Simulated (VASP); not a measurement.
ScCu, 2 atoms in the cell. Symmetry: Pm-3m, No. 221, cubic system. Conventional cell: a = 3.256 Å, b = 3.256 Å, c = 3.256 Å, α = 90.00°, β = 90.00°, γ = 90.00°. Sc (site symmetry m-3m) has 8 Cu at 2.82 Å and 6 Sc at 3.26 Å within 3.7 Å. Within 3.7 Å of Cu (site symmetry m-3m) lie 8 Sc at 2.82 Å and 6 Cu at 3.26 Å. 

```yaml
Program: VASP 6.6.1
Task: single point
Functional: PBEsol
Potentials_or_basis: VASP PAW PBE potentials, release 64 (Sc_sv, Cu)
Cutoff: 520 eV
k_mesh: 14 × 14 × 14
Occupations: gaussian, width 0.1 eV
Spin: no spin polarisation
Dipole_correction: no
Further_INCAR_settings: ALGO = Normal; EDIFF = 1e-06; NBANDS = 18
```

Potentials or basis: VASP PAW PBE potentials, release 64 (Sc_sv, Cu).

The run is started by

```bash
$ cat potpaw_PBE.64/Sc_sv/POTCAR potpaw_PBE.64/Cu/POTCAR > POTCAR
$ mpirun -np 1 vasp_std > vasp.out
```

Hardware: 1 thread of Intel Xeon 8259CL, with other jobs on the host.

Question: How long does it take, and how much memory?

Answer: Run time: 54 s on 1 thread of Intel Xeon 8259CL (shared host), peak memory 0.2 GiB. Counts: scf iterations 14, k points 120.
